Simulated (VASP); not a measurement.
Runs of VASP 6.6.1 on LiH. The structure is that of space group Fm-3m (No. 225), or close to it. The cells are those of the table. 

```tsv
cell	gap on the mesh (eV)
a = 2.861 Å, angles 59.3°, 2 atoms	2.99
a = 2.842, b = 2.842, c = 2.861 Å, angles 59.8, 59.8, 60.4°, 2 atoms	2.86
a = 2.840, b = 2.840, c = 2.833 Å, angles 60.1, 60.1, 59.8°, 2 atoms	(a)
a = 2.748 Å, angles 60.0°, 2 atoms	2.90
```

Alike in all rows: task single point; level PBE; potentials or basis VASP PAW PBE potentials, release 64 (Li_sv, H); no spin polarisation; k mesh 6 × 6 × 6; cutoff (eV) 520; smearing gaussian 0.01 eV.

Problem. Fill in the values left out.

Solution. (a) 2.92.

Caveats: all runs use coarse meshes.

A k mesh can miss the band edges.
